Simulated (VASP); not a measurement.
Sb: single point with PBE

Sb:

```
Sb
1.0
     2.14798    1.23296    3.75800
    -2.16042    1.25450    3.75800
     0.01244   -2.48746    3.75800
Sb
2
Direct
  0.76545 0.76450 0.76485
  0.23455 0.23550 0.23515
```

- Program: VASP 6.6.1
- Task: single point
- Functional: PBE
- Potentials or basis: VASP PAW PBE potentials, release 64 (Sb)
- Cutoff: 520 eV
- k mesh: 8 × 8 × 8
- Occupations: fermi-dirac, width 0.05 eV
- Spin: no spin polarisation
- Dipole correction: no
- Further INCAR settings: ALGO = Normal; EDIFF = 1e-07; NBANDS = 12

* Pressure: 2.3 GPa
* Largest force: 0.028 eV/Å
* Band gap on the k mesh: zero (bands 5 and 6 overlap by 0.42 eV)

Forces on the atoms (eV/Å):
```
Sb   0.004  0.000 -0.028
Sb  -0.004  0.000  0.028
```

Stress tensor (GPa, compression positive):
```
 2.49  0.28 -0.23
 0.28  2.49  0.00
-0.23  0.00  1.80
```

Levels at points of the mesh, in eV from the Fermi level:
```tsv
k point	band 3	band 4	band 5	band 6	band 7	band 8
(0.00, 0.00, 0.00)	-2.20	-1.86	-1.82	2.12	2.63	2.68
(0.50, 0.00, 0.00)	-1.96	-1.83	-0.45	-0.34	0.04	0.27
(0.00, 0.50, 0.00)	-1.87	-1.86	-0.35	-0.21	0.04	0.35
(0.50, 0.50, 0.00)	-5.56	-3.88	-3.70	1.52	4.83	5.36
(0.00, 0.00, 0.50)	-1.91	-1.85	-0.40	-0.27	0.03	0.31
(0.50, 0.00, 0.50)	-5.55	-3.90	-3.66	1.54	4.84	5.39
(0.00, 0.50, 0.50)	-5.58	-3.85	-3.75	1.50	4.83	5.33
(0.50, 0.50, 0.50)	-1.35	-1.28	-0.48	-0.01	0.03	0.99
```

Wall time 3.5 min on 1 thread of Intel Xeon 8259CL, on a shared host, peak memory 0.32 GiB.

Caveat: spin-orbit coupling is left out, which moves the levels of the heavy elements.
